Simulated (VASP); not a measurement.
Write the native input for VASP 6.6.1 that does the following.

| Quantity | Value |
| --- | --- |
| Task | single point |
| Functional | PBE |
| Potentials or basis | VASP PAW PBE potentials, release 64 (Ta_pv, Ge_d, Pd) |
| Cutoff | 520 eV |
| k mesh | 6 × 6 × 2 |
| Occupations | gaussian, width 0.1 eV |
| Spin | no spin polarisation |
| Dipole correction | no |
| Further INCAR settings | ALGO = Normal; EDIFF = 1e-06; NBANDS = 46 |

The structure of TaGe3Pd2 lies in POSCAR:

```
TaGe3Pd2
1.0
    3.1115137246      0.0000000000      0.0000000000
    0.0000000000      3.1115137246      0.0000000000
    0.0000000000      0.0000000000     10.0953598676
Ta Ge Pd
1 3 2
Direct
    0.0000000000      0.0000000000      0.0000000000
    0.5000000000      0.5000000000      0.1713377050
    0.5000000000      0.5000000000      0.5000000000
    0.5000000000      0.5000000000      0.8286622950
    0.0000000000      0.0000000000      0.3214851064
    0.0000000000      0.0000000000      0.6785148936
```

The cell was generated, and may not be a known phase.

These files were run (other wordings do the same):

INCAR

```
PREC     = Accurate       # precision mode
ENCUT    = 520            # plane-wave cutoff, eV
EDIFF    = 1E-6           # SCF threshold, eV
ISMEAR   = 0              # smearing method
SIGMA    = 0.1            # smearing width, eV
LREAL    = F              # projectors in reciprocal space
LASPH    = T              # aspherical terms in the spheres
NELM     = 80             # most SCF steps
ALGO     = Normal         # electronic algorithm
ISIF     = 2              # what is computed and relaxed
LWAVE    = F              # write WAVECAR
LCHARG   = F              # write CHGCAR
GGA      = PE             # functional
NBANDS   = 46             # bands
```

KPOINTS

```
regular mesh
0
Gamma
  6 6 2
```

Potentials or basis: VASP PAW PBE potentials, release 64 (Ta_pv, Ge_d, Pd).

Command:

```bash
$ cat potpaw_PBE.64/Ta_pv/POTCAR potpaw_PBE.64/Ge_d/POTCAR potpaw_PBE.64/Pd/POTCAR > POTCAR
$ mpirun -np 1 vasp_std > vasp.out
```

Results of the run:

| Quantity | Value |
| --- | --- |
| Pressure | 0.2 GPa |
| Largest force | 0.039 eV/Å |
| Band gap on the k mesh | zero (an odd number of electrons rules out a gap without spin polarisation) |

Caveat: spin-orbit coupling is left out, which moves the levels of the heavy elements; an odd number of electrons without spin polarisation forces a metal; a magnetic or distorted state may lie lower.

Run time: 53 s on 1 thread of AMD EPYC 9R45 96-Core Processor (Zen 5) (shared host), peak memory 0.22 GiB.
